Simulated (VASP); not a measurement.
# Sn (Fd-3m) in VASP: a series of runs

Sn is run at these levels: r2SCAN; tasks: single point.

Everything below comes from runs of VASP 6.6.1. Logs are shortened: lines on timing, memory, paths and dates and some standing lists are left out, and cuts for length are marked.

## 1. The cell of the first run

The structure is cubic, space group Fd-3m (No. 227). Conventional cell: a = 6.500 Å, b = 6.500 Å, c = 6.500 Å, α = 90.00°, β = 90.00°, γ = 90.00°. Within 3.7 Å of Sn (site symmetry -43m) lie 4 Sn at 2.81 Å.

## 2. Single point, r2SCAN (volume scaled by 0.97)

Contents of POSCAR:

```
Sn
1.0
    0.0000000000      3.2500451317      3.2500451317
    3.2500451317      0.0000000000      3.2500451317
    3.2500451317      3.2500451317      0.0000000000
Sn
2
Direct
    0.0000000000      0.0000000000      0.0000000000
    0.2500000000      0.2500000000      0.2500000000
```

Contents of INCAR.step1:

```
SYSTEM = Sn
ALGO     = Normal         ! electronic algorithm
EDIFF    = 1E-4           ! SCF threshold, eV
ENCUT    = 520            ! plane-wave cutoff, eV
GGA      = PE             ! functional
ISMEAR   = 0              ! smearing method
LASPH    = .TRUE.         ! aspherical terms in the spheres
LCHARG   = .FALSE.        ! write CHGCAR
LREAL    = .FALSE.        ! projectors in reciprocal space
LWAVE    = .TRUE.         ! write WAVECAR
NBANDS   = 21             ! bands
NELM     = 80             ! most SCF steps
PREC     = Accurate       ! precision mode
SIGMA    = 0.1            ! smearing width, eV
```

Contents of INCAR.step2:

```
SYSTEM = Sn
ALGO     = Normal         ! electronic algorithm
EDIFF    = 1E-7           ! SCF threshold, eV
ENCUT    = 520            ! plane-wave cutoff, eV
ISIF     = 2              ! what is computed and relaxed
ISMEAR   = 0              ! smearing method
ISTART   = 1            
LASPH    = .TRUE.         ! aspherical terms in the spheres
LCHARG   = .FALSE.        ! write CHGCAR
LMIXTAU  = .TRUE.       
LREAL    = .FALSE.        ! projectors in reciprocal space
LWAVE    = .FALSE.        ! write WAVECAR
METAGGA  = R2SCAN         ! meta-GGA
NBANDS   = 21             ! bands
NELM     = 80             ! most SCF steps
PREC     = Accurate       ! precision mode
SIGMA    = 0.1            ! smearing width, eV
```

Contents of KPOINTS:

```
k-points
0
G
  12 12 12
  0 0 0
```

Potentials or basis: VASP PAW PBE potentials, release 64 (Sn_d).

On the command line:

```console
> cat potpaw_PBE.64/Sn_d/POTCAR > POTCAR
> cp INCAR.step1 INCAR
> mpirun -np 1 vasp_std > vasp.out
> cp INCAR.step2 INCAR
> mpirun -np 1 vasp_std > vasp.out
```

OUTCAR:

```text
SYSTEM = Sn
   EDIFF = 1E-7
   ENCUT = 520
   ISIF = 2
   ISMEAR = 0
   ISTART = 1
   LASPH = .TRUE.
   LREAL = .FALSE.
   METAGGA = R2SCAN
   NELM = 80
   PREC = Accurate

 ion  position               nearest neighbor table
   1  0.000  0.000  0.000-   2 2.81   2 2.81   2 2.81   2 2.81
   2  0.250  0.250  0.250-   1 2.81   1 2.81   1 2.81   1 2.81

  LATTYP: Found a face centered cubic cell.
 ALAT       =     6.5000902634

  Lattice vectors:

 A1 = (   0.0000000000,   3.2500451317,   3.2500451317)
 A2 = (   3.2500451317,   0.0000000000,   3.2500451317)
 A3 = (   3.2500451317,   3.2500451317,   0.0000000000)

Analysis of symmetry for initial positions (statically):
=====================================================================
 Subroutine PRICEL returns:
 Original cell was already a primitive cell.

 Routine SETGRP: Setting up the symmetry group for a
 face centered cubic supercell.

 Subroutine GETGRP returns: Found 48 space group operations
 (whereof 24 operations were pure point group operations)
 out of a pool of 48 trial point group operations.

The static configuration has the point symmetry T_d .
 The point group associated with its full space group is O_h .

Analysis of symmetry for dynamics (positions and initial velocities):
=====================================================================
 Subroutine PRICEL returns:
 Original cell was already a primitive cell.

 Routine SETGRP: Setting up the symmetry group for a
 face centered cubic supercell.

 Subroutine GETGRP returns: Found 48 space group operations
 (whereof 24 operations were pure point group operations)
 out of a pool of 48 trial point group operations.

The dynamic configuration has the point symmetry T_d .
 The point group associated with its full space group is O_h .

 Subroutine INISYM returns: Found 48 space group operations
 (whereof 24 operations are pure point group operations),
 and found     1 'primitive' translations

----------------------------------------------------------------------------------------

                                     Primitive cell

  volume of cell :      68.6591

  direct lattice vectors                    reciprocal lattice vectors
     0.000000000  3.250045132  3.250045132    -0.153844017  0.153844017  0.153844017
     3.250045132  0.000000000  3.250045132     0.153844017 -0.153844017  0.153844017
     3.250045132  3.250045132  0.000000000     0.153844017  0.153844017 -0.153844017

  length of vectors
     4.596257904  4.596257904  4.596257904     0.266465655  0.266465655  0.266465655

[... 73 lines left out ...]
   ICHARG =      0    charge: 1-file 2-atom 10-const
   ISPIN  =      1    spin polarized calculation?
   LNONCOLLINEAR =      F non collinear calculations
   LSORBIT =      F    spin-orbit coupling
   LASPH  =      T    aspherical Exc in radial PAW
   ENCUT  =  520.0 eV  38.22 Ry    6.18 a.u.   8.55  8.55  8.55*2*pi/ulx,y,z
   NELM   =     80;   NELMIN=  2; NELMDL=  0     # of ELM steps
   EDIFF  = 0.1E-06   stopping-criterion for ELM
   LREAL  =      F    real-space projection
   EDIFFG = 0.1E-05   stopping-criterion for IOM
   NSW    =      0    number of steps for IOM
   IBRION =     -1    ionic relax: 0-MD 1-quasi-New 2-CG
   NFREE  =      0    steps in history (QN), initial steepest desc. (CG)
   ISIF   =      2    stress and relaxation
   ISYM   =      2    0-nonsym 1-usesym 2-fastsym
   POTIM  = 0.5000    time-step for ionic-motion
   TEBEG  =    0.0;   TEEND  =   0.0 temperature during run
   PSTRESS=    0.0 pullay stress
   NELECT =      28.0000    total number of electrons
   NUPDOWN=      -1.0000    fix difference up-down
   EMIN   =  10.00;   EMAX   =-10.00  energy-range for DOS
   EFERMI =   0.00;   METHOD = LEGACY
   ISMEAR =     0;   SIGMA  =   0.10  broadening in eV -4-tet -1-fermi 0-gaus
   EFERMI_NEDOS =   21; number of points for ismear=-14 and -15
   IALGO  =     38    algorithm
   IMIX   =      4    mixing-type and parameters
     AMIX     =   0.40;   BMIX     =  1.00
     AMIX_MAG =   1.60;   BMIX_MAG =  1.00
  volume/ion in A,a.u.               =      34.33       231.67
  Fermi-wavevector in a.u.,A,eV,Ry     =   1.214026  2.294177 20.053083  1.473860
  Thomas-Fermi vector in A             =   2.349459
   LORBIT       =      0    0 simple, 1 ext, 2 COOP (PROOUT), +10 PAW based schemes
   METAGGA = R2SCAN    functional components
   LHFCALC =     F    Hartree Fock is set to
   AEXX    =    0.0000 exact exchange contribution
   IVDW    =     0    specifies the selected vdW correction
   LEPSILON=     F    determine dielectric tensor
   LRPA    =     F    only Hartree local field effects (RPA)
 non-spin polarized calculation
 Gauss-broadening in eV      SIGMA  =   0.10
  energy-cutoff  :      520.00
  volume of cell :       68.66
 maximum number of plane-waves:      1873
 NGX is ok and might be reduce to    36
   NGX = 17   NGY = 17   NGZ = 17

 number of electron      27.9999998 magnetization

 Free energy of the ion-electron system (eV)
  ---------------------------------------------------
  ext. energy  EPLUGINS =         0.00000000
  ---------------------------------------------------
  free energy    TOTEN  =       -49.48598218 eV

  energy without entropy =      -49.48576880  energy(sigma->0) =      -49.48587549

 E-fermi :   5.5519     XC(G=0):  -9.5695

 val. band max:        5.5326750316   @ k =   0.0000   0.0000   0.0000
 cond. band min:       5.6583000994   @ k =   0.5000   0.0000   0.0000
 fundamental gap:      0.1256250678
 Fermi energy:         5.5519040349

 k-point     1 :       0.0000    0.0000    0.0000
  band No.  band energies     occupation
      1     -16.8667      2.00000
      2     -16.8667      2.00000
      3     -16.8667      2.00000
      4     -16.8007      2.00000
      5     -16.8007      2.00000
      6     -16.4808      2.00000
[... 565 lines left out ...]
     20      13.7346      0.00000
     21      14.0241      0.00000

 [... further k-points ...]
[... 5 lines left out ...]
  --------------------------------------------------------------------------------------
  -------------------------------------------------------------------------------------
  Total        0.5909008      0.5909008      0.5909008      0.0000000      0.0000000      0.0000000
  in kB       13.7888156     13.7888156     13.7888156      0.0000000      0.0000000      0.0000000
  external PRESSURE =      13.7888156 kB  Pullay stress =       0.0000000 kB

 VOLUME and BASIS-vectors are now :
 -----------------------------------------------------------------------------
  energy-cutoff  :      520.00
  volume of cell :       68.66
      direct lattice vectors                 reciprocal lattice vectors
     0.000000000  3.250045132  3.250045132    -0.153844017  0.153844017  0.153844017
     3.250045132  0.000000000  3.250045132     0.153844017 -0.153844017  0.153844017
     3.250045132  3.250045132  0.000000000     0.153844017  0.153844017 -0.153844017

 POSITION                                       TOTAL-FORCE (eV/Angst)
 -----------------------------------------------------------------------------------
      0.00000      0.00000      0.00000         0.000000      0.000000      0.000000
      1.62502      1.62502      1.62502        -0.000000     -0.000000     -0.000000
 -----------------------------------------------------------------------------------
    total drift:                                0.000000      0.000000      0.000000

  FREE ENERGIE OF THE ION-ELECTRON SYSTEM (eV)
  ---------------------------------------------------
  free  energy   TOTEN  =       -49.4859821763 eV

  energy  without entropy=      -49.4857687953  energy(sigma->0) =      -49.48587549
```

OUTCAR.step1:

```text
SYSTEM = Sn
   EDIFF = 1E-4
   ENCUT = 520
   GGA = PE
   ISMEAR = 0
   LASPH = .TRUE.
   LREAL = .FALSE.
[... 799 lines left out ...]
      0.00000      0.00000      0.00000        -0.000000      0.000000     -0.000000
      1.62502      1.62502      1.62502         0.000000     -0.000000      0.000000
 -----------------------------------------------------------------------------------
    total drift:                                0.000000      0.000000      0.000000

  FREE ENERGIE OF THE ION-ELECTRON SYSTEM (eV)
  ---------------------------------------------------
  free  energy   TOTEN  =        -7.6493283270 eV

  energy  without entropy=       -7.6482980492  energy(sigma->0) =       -7.64881319
```

It took 2.8 min on 1 thread of Intel Xeon Platinum 8559C (Emerald Rapids), shared host; peak memory 0.26 GiB.

Results:

| Quantity | Value |
| --- | --- |
| Free energy | -49.4860 eV |
| Pressure | 1.4 GPa |
| Band gap on the k mesh | zero (filled and empty bands touch) |

Caveat: the cell differs from its parent crystal (volume scaled by 0.97); the PAW data sets were made with another functional, which shifts forces and pressure a little; spin-orbit coupling is left out, which moves the levels of the heavy elements.

## 3. Single point, r2SCAN

This run uses another cell than the first one, of 35.39 Å³/atom, 1.031 times its volume.

Contents of POSCAR:

```
Sn
1.0
    0.0000000000      3.2832111482      3.2832111482
    3.2832111482      0.0000000000      3.2832111482
    3.2832111482      3.2832111482      0.0000000000
Sn
2
Direct
    0.0000000000      0.0000000000      0.0000000000
    0.2500000000      0.2500000000      0.2500000000
```

Contents of INCAR.step1:

```
SYSTEM = Sn
PREC = Accurate ; ENCUT = 520
ISMEAR = 0 ; SIGMA = 0.1
LREAL = .FALSE. ; LASPH = .TRUE.
NELM = 80 ; NBANDS = 21
GGA = PE ; ALGO = Normal
EDIFF = 1E-4 ; LWAVE = .TRUE.
LCHARG = .FALSE.
```

Contents of INCAR.step2:

```
SYSTEM = Sn
PREC = Accurate ; ENCUT = 520
EDIFF = 1E-6 ; ISMEAR = 0
SIGMA = 0.1 ; LREAL = .FALSE.
LASPH = .TRUE. ; NELM = 80
ALGO = Normal ; ISIF = 2
LWAVE = .FALSE. ; LCHARG = .TRUE.
METAGGA = R2SCAN ; LMIXTAU = .TRUE.
LELF = .TRUE. ; LVHAR = .TRUE.
NBANDS = 21 ; ISTART = 1
```

Contents of KPOINTS:

```
regular mesh
0
G
  12 12 12
  0 0 0
```

Potentials or basis: VASP PAW PBE potentials, release 64 (Sn_d).

On the command line:

```console
> cat potpaw_PBE.64/Sn_d/POTCAR > POTCAR
> cp INCAR.step1 INCAR
> mpirun -np 1 vasp_std > vasp.out
> cp INCAR.step2 INCAR
> mpirun -np 1 vasp_std > vasp.out
```

OUTCAR:

```text
SYSTEM = Sn
   PREC = Accurate
   ENCUT = 520
   EDIFF = 1E-6
   ISMEAR = 0
   LREAL = .FALSE.
   LASPH = .TRUE.
   NELM = 80
   ISIF = 2
   METAGGA = R2SCAN
   ISTART = 1

 ion  position               nearest neighbor table
   1  0.000  0.000  0.000-   2 2.84   2 2.84   2 2.84   2 2.84
   2  0.250  0.250  0.250-   1 2.84   1 2.84   1 2.84   1 2.84

  LATTYP: Found a face centered cubic cell.
 ALAT       =     6.5664222964

  Lattice vectors:

 A1 = (   0.0000000000,   3.2832111482,   3.2832111482)
 A2 = (   3.2832111482,   0.0000000000,   3.2832111482)
 A3 = (   3.2832111482,   3.2832111482,   0.0000000000)

Analysis of symmetry for initial positions (statically):
=====================================================================
 Subroutine PRICEL returns:
 Original cell was already a primitive cell.

 Routine SETGRP: Setting up the symmetry group for a
 face centered cubic supercell.

 Subroutine GETGRP returns: Found 48 space group operations
 (whereof 24 operations were pure point group operations)
 out of a pool of 48 trial point group operations.

The static configuration has the point symmetry T_d .
 The point group associated with its full space group is O_h .

Analysis of symmetry for dynamics (positions and initial velocities):
=====================================================================
 Subroutine PRICEL returns:
 Original cell was already a primitive cell.

 Routine SETGRP: Setting up the symmetry group for a
 face centered cubic supercell.

 Subroutine GETGRP returns: Found 48 space group operations
 (whereof 24 operations were pure point group operations)
 out of a pool of 48 trial point group operations.

The dynamic configuration has the point symmetry T_d .
 The point group associated with its full space group is O_h .

 Subroutine INISYM returns: Found 48 space group operations
 (whereof 24 operations are pure point group operations),
 and found     1 'primitive' translations

[... 105 lines left out ...]
   NELECT =      28.0000    total number of electrons
   NUPDOWN=      -1.0000    fix difference up-down
   EMIN   =  10.00;   EMAX   =-10.00  energy-range for DOS
   EFERMI =   0.00;   METHOD = LEGACY
   ISMEAR =     0;   SIGMA  =   0.10  broadening in eV -4-tet -1-fermi 0-gaus
   EFERMI_NEDOS =   21; number of points for ismear=-14 and -15
   IALGO  =     38    algorithm
   IMIX   =      4    mixing-type and parameters
     AMIX     =   0.40;   BMIX     =  1.00
     AMIX_MAG =   1.60;   BMIX_MAG =  1.00
  volume/ion in A,a.u.               =      35.39       238.83
  Fermi-wavevector in a.u.,A,eV,Ry     =   1.201763  2.271002 19.649989  1.444233
  Thomas-Fermi vector in A             =   2.337563
   LORBIT       =      0    0 simple, 1 ext, 2 COOP (PROOUT), +10 PAW based schemes
   METAGGA = R2SCAN    functional components
   LHFCALC =     F    Hartree Fock is set to
   AEXX    =    0.0000 exact exchange contribution
   IVDW    =     0    specifies the selected vdW correction
   LEPSILON=     F    determine dielectric tensor
   LRPA    =     F    only Hartree local field effects (RPA)
 non-spin polarized calculation
 Gauss-broadening in eV      SIGMA  =   0.10
  energy-cutoff  :      520.00
  volume of cell :       70.78
 maximum number of plane-waves:      1932
   NGX = 17   NGY = 17   NGZ = 17

 number of electron      27.9999984 magnetization

 Free energy of the ion-electron system (eV)
  ---------------------------------------------------
  ext. energy  EPLUGINS =         0.00000000
  ---------------------------------------------------
  free energy    TOTEN  =       -49.49552122 eV

  energy without entropy =      -49.49512575  energy(sigma->0) =      -49.49532349

 E-fermi :   5.2084     XC(G=0):  -9.4257

 val. band max:        5.0726718491   @ k =   0.0833   0.0000   0.0000
 cond. band min:       5.2130768465   @ k =   0.0000   0.0000   0.0000
 fundamental gap:      0.1404049974
 Fermi energy:         5.2083931574

 k-point     1 :       0.0000    0.0000    0.0000
  band No.  band energies     occupation
      1     -17.1272      2.00000
      2     -17.1272      2.00000
      3     -17.1272      2.00000
      4     -17.0654      2.00000
      5     -17.0654      2.00000
      6     -16.7704      2.00000
[... 565 lines left out ...]
     20      13.3439      0.00000
     21      13.6273      0.00000

 [... further k-points ...]
[... 5 lines left out ...]
  --------------------------------------------------------------------------------------
  -------------------------------------------------------------------------------------
  Total       -0.0210233     -0.0210233     -0.0210233      0.0000000      0.0000000      0.0000000
  in kB       -0.4758661     -0.4758661     -0.4758661      0.0000000      0.0000000      0.0000000
  external PRESSURE =      -0.4758661 kB  Pullay stress =       0.0000000 kB

 VOLUME and BASIS-vectors are now :
 -----------------------------------------------------------------------------
  energy-cutoff  :      520.00
  volume of cell :       70.78
      direct lattice vectors                 reciprocal lattice vectors
     0.000000000  3.283211148  3.283211148    -0.152289931  0.152289931  0.152289931
     3.283211148  0.000000000  3.283211148     0.152289931 -0.152289931  0.152289931
     3.283211148  3.283211148  0.000000000     0.152289931  0.152289931 -0.152289931

 POSITION                                       TOTAL-FORCE (eV/Angst)
 -----------------------------------------------------------------------------------
      0.00000      0.00000      0.00000         0.000000      0.000000     -0.000000
      1.64161      1.64161      1.64161        -0.000000     -0.000000      0.000000
 -----------------------------------------------------------------------------------
    total drift:                                0.000000      0.000000      0.000000

  FREE ENERGIE OF THE ION-ELECTRON SYSTEM (eV)
  ---------------------------------------------------
  free  energy   TOTEN  =       -49.4955212246 eV

  energy  without entropy=      -49.4951257472  energy(sigma->0) =      -49.49532349
```

OUTCAR.step1:

```text
SYSTEM = Sn
   PREC = Accurate
   ENCUT = 520
   ISMEAR = 0
   LREAL = .FALSE.
   LASPH = .TRUE.
[... 799 lines left out ...]
      0.00000      0.00000      0.00000        -0.000000     -0.000000     -0.000000
      1.64161      1.64161      1.64161         0.000000      0.000000      0.000000
 -----------------------------------------------------------------------------------
    total drift:                                0.000000      0.000000      0.000000

  FREE ENERGIE OF THE ION-ELECTRON SYSTEM (eV)
  ---------------------------------------------------
  free  energy   TOTEN  =        -7.6793529146 eV

  energy  without entropy=       -7.6781436808  energy(sigma->0) =       -7.67874830
```

Wall time 2 min (1 thread of Intel Xeon Platinum 8559C (Emerald Rapids), shared host); peak memory 0.26 GiB.

Results:

- Free energy: -49.4955 eV
- Pressure: 0.0 GPa
- Band gap on the k mesh: zero (filled and empty bands touch)

Caveat: the PAW data sets were made with another functional, which shifts forces and pressure a little; spin-orbit coupling is left out, which moves the levels of the heavy elements.

## 4. Single point, r2SCAN (volume scaled by 1.03)

Contents of POSCAR:

```
Sn
1.0
    0.0000000000      3.3157203035      3.3157203035
    3.3157203035      0.0000000000      3.3157203035
    3.3157203035      3.3157203035      0.0000000000
Sn
2
Direct
    0.0000000000      0.0000000000      0.0000000000
    0.2500000000      0.2500000000      0.2500000000
```

Contents of INCAR.step1:

```
  ALGO = Normal
  EDIFF = 1E-4
  ENCUT = 520
  GGA = PE
  ISMEAR = 0
  LASPH = True
  LCHARG = False
  LREAL = False
  LWAVE = True
  NBANDS = 21
  NELM = 100
  PREC = Accurate
  SIGMA = 0.1
```

Contents of INCAR.step2:

```
  ALGO = Normal
  EDIFF = 1E-6
  ENCUT = 520
  ISIF = 2
  ISMEAR = 0
  ISTART = 1
  LASPH = True
  LCHARG = True
  LELF = True
  LMIXTAU = True
  LREAL = False
  LVHAR = True
  LWAVE = False
  METAGGA = R2SCAN
  NBANDS = 21
  NELM = 100
  PREC = Accurate
  SIGMA = 0.1
```

Contents of KPOINTS:

```
k-points
0
Gamma
  12 12 12
```

On the command line:

```console
> cat potpaw_PBE.64/Sn_d/POTCAR > POTCAR
> cp INCAR.step1 INCAR
> mpirun -np 1 vasp_std > vasp.out
> cp INCAR.step2 INCAR
> mpirun -np 1 vasp_std > vasp.out
```

Run time: 2.3 min. Hardware: 1 thread of Intel Xeon Platinum 8559C (Emerald Rapids), shared host; peak memory 0.26 GiB.

Results (log left out):

```yaml
Free_energy: -49.4879 eV
Pressure: -1.2 GPa
Band_gap_on_the_k_mesh: zero (filled and empty bands touch)
```

Levels at points of the mesh, in eV from the Fermi level:
```tsv
k point	band 10	band 11	band 12	band 13	band 14	band 15	band 16	band 17	band 18	band 19
(0.00, 0.00, 0.00)	-21.92	-10.67	-0.81	0.03	0.03	0.03	2.24	2.24	2.24	5.35
(0.50, 0.00, 0.00)	-21.88	-9.09	-6.33	-1.14	-1.14	0.03	3.36	3.36	5.99	8.64
(0.50, 0.50, 0.00)	-21.86	-7.61	-7.61	-2.44	-2.44	1.01	1.01	7.76	7.76	9.37
```

Caveat: the cell differs from its parent crystal (volume scaled by 1.03); the PAW data sets were made with another functional, which shifts forces and pressure a little; spin-orbit coupling is left out, which moves the levels of the heavy elements.

(Part 1 of 2 ends here.)
